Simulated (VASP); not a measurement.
Set up this calculation in VASP 6.6.1, as the native input.

```yaml
Task: single point
Functional: r2SCAN
Potentials_or_basis: VASP PAW PBE potentials, release 64 (C)
Cutoff: 520 eV
k_mesh: 16 × 16 × 16
Occupations: fermi-dirac, width 0.02 eV
Spin: no spin polarisation
Dipole_correction: no
Further_INCAR_settings: ALGO = Normal; EDIFF = 1e-06; NBANDS = 11
```

The system is C.

```
C
1.0
     0.00000    1.78011    1.78011
     1.78011    0.00000    1.78011
     1.78011    1.78011    0.00000
C
2
Direct
  0.87500 0.87500 0.87500
  0.12500 0.12500 0.12500
```

The input as run:

POSCAR

```
C
1.0
    0.0000000000      1.7801050042      1.7801050042
    1.7801050042      0.0000000000      1.7801050042
    1.7801050042      1.7801050042      0.0000000000
C
2
Direct
   -0.1250000000     -0.1250000000     -0.1250000000
    0.1250000000      0.1250000000      0.1250000000
```

INCAR.step1

```
ALGO = Normal
EDIFF = 1E-4
ENCUT = 520
GGA = PE
ISMEAR = -1
LASPH = T
LCHARG = F
LREAL = F
LWAVE = T
NBANDS = 11
NELM = 100
PREC = Accurate
SIGMA = 0.02
```

INCAR.step2

```
ALGO = Normal
EDIFF = 1E-6
ENCUT = 520
ISIF = 2
ISMEAR = -1
ISTART = 1
LASPH = T
LCHARG = T
LELF = T
LMIXTAU = T
LREAL = F
LVHAR = T
LWAVE = F
METAGGA = R2SCAN
NBANDS = 11
NELM = 100
PREC = Accurate
SIGMA = 0.02
```

KPOINTS

```
k-points
0
Gamma
  16 16 16
```

Potentials or basis: VASP PAW PBE potentials, release 64 (C).

Command:

```console
$ cat potpaw_PBE.64/C/POTCAR > POTCAR
$ cp INCAR.step1 INCAR
$ mpirun -np 1 vasp_std > vasp.out
$ cp INCAR.step2 INCAR
$ mpirun -np 1 vasp_std > vasp.out
```

It gave:

The pressure is 1.2 GPa and the band gap on the k mesh is 4.34 eV (least direct gap 5.85 eV).

Caveat: the PAW data sets were made with another functional, which shifts forces and pressure a little.

Wall time 110 s on 1 thread of Intel Xeon 8259CL, on a shared host, peak memory 0.13 GiB.
